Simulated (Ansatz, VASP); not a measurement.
Mg2C in VASP and in Ansatz

Contents of POSCAR:

```
Mg2C
1.0
    0.0000000000      2.7109426128      2.7109426128
    2.7109426128      0.0000000000      2.7109426128
    2.7109426128      2.7109426128      0.0000000000
C Mg
1 2
Direct
    0.0000000000      0.0000000000      0.0000000000
    0.2500000000      0.2500000000      0.2500000000
    0.7500000000      0.7500000000      0.7500000000
```

INCAR.step1

```
SYSTEM = Mg2C
PREC = Accurate ; ENCUT = 520
ISMEAR = 0 ; SIGMA = 0.01
LREAL = .FALSE. ; LASPH = .TRUE.
NELM = 100 ; NBANDS = 11
GGA = PE ; ALGO = Normal
EDIFF = 1E-4 ; LWAVE = .TRUE.
LCHARG = .FALSE.
```

Contents of INCAR.step2:

```
SYSTEM = Mg2C
PREC = Accurate ; ENCUT = 520
EDIFF = 1E-6 ; ISMEAR = 0
SIGMA = 0.01 ; LREAL = .FALSE.
LASPH = .TRUE. ; NELM = 100
ALGO = Normal ; ISIF = 2
LWAVE = .FALSE. ; LCHARG = .TRUE.
METAGGA = R2SCAN ; LMIXTAU = .TRUE.
LELF = .TRUE. ; LVHAR = .TRUE.
NBANDS = 11 ; ISTART = 1
```

File KPOINTS:

```
regular mesh
0
G
  8 8 8
  0 0 0
```

Input for Ansatz:

```yaml
crystal:
  lattice:
    - [0.0, 2.7109426128, 2.7109426128]
    - [2.7109426128, 0.0, 2.7109426128]
    - [2.7109426128, 2.7109426128, 0.0]
  atoms:
    - { symbol: C, position: [0.0, 0.0, 0.0] }
    - { symbol: Mg, position: [0.25, 0.25, 0.25] }
    - { symbol: Mg, position: [0.75, 0.75, 0.75] }
kpoints:
  mp_grid: { grid: [8, 8, 8] }
  band_path:
    path:
      - [0.0, 0.0, 0.0]
      - [0.5, 0.0, 0.5]
      - [0.625, 0.25, 0.625]
      - [0.375, 0.375, 0.75]
      - [0.5, 0.5, 0.5]
      - [0.5, 0.25, 0.75]
      - [0.0375, 0.0375, 0.075]
    npoints: 1
hamiltonian:
  xc: r2scan
scf:
  occupations: { method: fixed }
  n_extra_bands: 4
output:
  forces: true
  stress: true
  eigenvalues: true
```

Alike in both runs: task single point; functional r2SCAN; k mesh 8 × 8 × 8; no spin polarisation.

```csv
,VASP,Ansatz
version,VASP 6.6.1,Ansatz 0.2.0
potentials or method,"VASP PAW PBE potentials, release 64 (C, Mg)","plane waves, PAW"
plane-wave cutoff (eV),520,500
occupations,"gaussian, width 0.01 eV",fixed
valence electrons in the cell,8,24
```

```tsv
	VASP	Ansatz	Ansatz less VASP
gap on the k mesh at the Fermi level (eV)	1.11	1.12	+0.005
pressure (GPa)	-0.4	0.0	+0.42
```

VASP's potentials were made for PBE, not for r2SCAN. VASP's potentials hold 8 valence electrons a cell and Ansatz's 24, so a difference there can come from the potentials and not from the codes.
